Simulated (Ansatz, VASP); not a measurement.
## One calculation of CdSe, two programs

File POSCAR:

```
CdSe
1.0
    4.2968749743      0.0000000000      0.0000000000
   -2.1484374871      3.7212028846      0.0000000000
    0.0000000000      0.0000000000      7.0051598198
Cd Se
2 2
Direct
    0.3333333333      0.6666666667     -0.0004760038
    0.6666666667      0.3333333333      0.4995239962
    0.3333333333      0.6666666667      0.3754760038
    0.6666666667      0.3333333333      0.8754760038
```

The input INCAR.step1:

```
ALGO = Normal ; EDIFF = 1E-4
ENCUT = 520 ; GGA = PE
ISMEAR = 0 ; LASPH = True
LCHARG = False ; LREAL = False
LWAVE = True ; NBANDS = 26
NELM = 80 ; PREC = Accurate
SIGMA = 0.01
```

File INCAR.step2:

```
ALGO = Normal ; EDIFF = 1E-6
ENCUT = 520 ; ISIF = 2
ISMEAR = 0 ; ISTART = 1
LASPH = True ; LCHARG = True
LELF = True ; LMIXTAU = True
LREAL = False ; LVHAR = True
LWAVE = False ; METAGGA = R2SCAN
NBANDS = 26 ; NELM = 80
PREC = Accurate ; SIGMA = 0.01
```

KPOINTS

```
k-points
0
Gamma
  6 6 4
```

Input for Ansatz:

```yaml
crystal:
  lattice:
    - [4.2968749743, 0.0, 0.0]
    - [-2.1484374871, 3.7212028846, 0.0]
    - [0.0, 0.0, 7.0051598198]
  atoms:
    - { symbol: Cd, position: [0.3333333333, 0.6666666667, -0.0004760038] }
    - { symbol: Cd, position: [0.6666666667, 0.3333333333, 0.4995239962] }
    - { symbol: Se, position: [0.3333333333, 0.6666666667, 0.3754760038] }
    - { symbol: Se, position: [0.6666666667, 0.3333333333, 0.8754760038] }
kpoints:
  mp_grid: { grid: [6, 6, 4] }
hamiltonian:
  xc: r2scan
scf:
  occupations: { method: fixed }
  n_extra_bands: 5
output:
  forces: true
  stress: true
  eigenvalues: true
```

Alike in both runs: task single point; functional r2SCAN; k mesh 6 × 6 × 4; no spin polarisation.

|  | VASP | Ansatz |
| --- | --- | --- |
| version | VASP 6.6.1 | Ansatz 0.2.0 |
| potentials or method | VASP PAW PBE potentials, release 64 (Cd, Se) | plane waves, PAW |
| plane-wave cutoff (eV) | 520 | 500 |
| occupations | gaussian, width 0.01 eV | fixed |
| valence electrons in the cell | 36 | 72 |

```tsv
	VASP	Ansatz	Ansatz less VASP
gap on the k mesh at the Fermi level (eV)	1.17	1.18	+0.010
pressure (GPa)	2.0	1.7	-0.28
```

VASP's potentials were made for PBE, not for r2SCAN. VASP's potentials hold 36 valence electrons a cell and Ansatz's 72, so a difference there can come from the potentials and not from the codes.
